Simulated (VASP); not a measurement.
Set up this calculation in VASP 6.6.1, as the native input.

```yaml
Task: single point
Functional: PBE
Dispersion: D3(BJ)
Potentials_or_basis: VASP PAW PBE potentials, release 64 (Sn_d, O)
Cutoff: 520 eV
k_mesh: 9 × 9 × 2
Occupations: gaussian, width 0.05 eV
Spin: no spin polarisation
Dipole_correction: no
Further_INCAR_settings: ALGO = Normal; EDIFF = 1e-06; NBANDS = 49
```

The structure of SnO2 lies in POSCAR:

```
SnO2
1.0
   -3.2372529198      0.0000000000      0.0000000000
   -1.6186264599     -2.8035432670      0.0000000000
   -3.8847035037     -2.2428346137     13.6754773976
Sn O
3 6
Direct
    0.2900787688      0.2900787688      0.4707348724
    0.8744790696     -0.1255209304      0.1569011630
   -0.2943215321     -0.2943215321      0.7845685818
    0.4831994662      0.4831994662      0.2293340005
    0.3143988646     -0.6856011354      0.8570014193
   -0.1012008346     -0.1012008346      0.5431677099
    0.0969580713      0.0969580713      0.7121357442
    0.6813583721     -0.3186416279      0.3983020348
    0.2657586730      0.2657586730      0.0844683255
```

These files were run (other wordings do the same):

INCAR

```
ALGO = Normal ; EDIFF = 1E-6
ENCUT = 520 ; GGA = PE
ISIF = 2 ; ISMEAR = 0
IVDW = 12 ; LASPH = T
LCHARG = F ; LREAL = F
LWAVE = F ; NBANDS = 49
NELM = 100 ; PREC = Accurate
SIGMA = 0.05
```

KPOINTS

```
k-points
0
Gamma
  9 9 2
```

Potentials or basis: VASP PAW PBE potentials, release 64 (Sn_d, O).

Command:

```bash
$ cat potpaw_PBE.64/Sn_d/POTCAR potpaw_PBE.64/O/POTCAR > POTCAR
$ mpirun -np 1 vasp_std > vasp.out
```

Results of the run:

```yaml
Pressure: 0.3 GPa
Largest_force: 0.228 eV/Å
Band_gap_on_the_k_mesh: 1.75 eV, indirect (least direct gap 1.83 eV)
Dispersion_energy_per_atom: -0.189 eV
```

Caveat: spin-orbit coupling is left out, which moves the levels of the heavy elements.

It took 2.9 min on 1 thread of Intel(R) Xeon(R) 6975P-C (Granite Rapids), on a shared host, peak memory 0.39 GiB.
